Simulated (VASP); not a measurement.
Se, 1 atom in the cell. The structure is cubic, space group Pm-3m (No. 221). The conventional cell has a = 2.811 Å, b = 2.811 Å, c = 2.811 Å, α = 90.00°, β = 90.00°, γ = 90.00°. Se (site symmetry m-3m) has 6 Se at 2.81 Å within 3.7 Å. 

- Program: VASP 6.6.1
- Task: single point
- Functional: LDA
- Potentials or basis: VASP PAW LDA potentials, release 64 (Se)
- Cutoff: 520 eV
- k mesh: 16 × 16 × 16
- Occupations: gaussian, width 0.15 eV
- Spin: no spin polarisation
- Dipole correction: no
- Further INCAR settings: ALGO = Normal; EDIFF = 1e-07; NBANDS = 9

Potentials or basis: VASP PAW LDA potentials, release 64 (Se).

Run with:

```console
$ cat potpaw_LDA.64/Se/POTCAR > POTCAR
$ mpirun -np 1 vasp_std > vasp.out
```

Hardware: 1 thread of AMD EPYC 7R13, on a shared host.

Problem. Estimate the wall time of this run.

Solution. It took 41 s on 1 thread of AMD EPYC 7R13, with other jobs on the host, peak memory 0.12 GiB. Counts: scf iterations 10, k points 165.
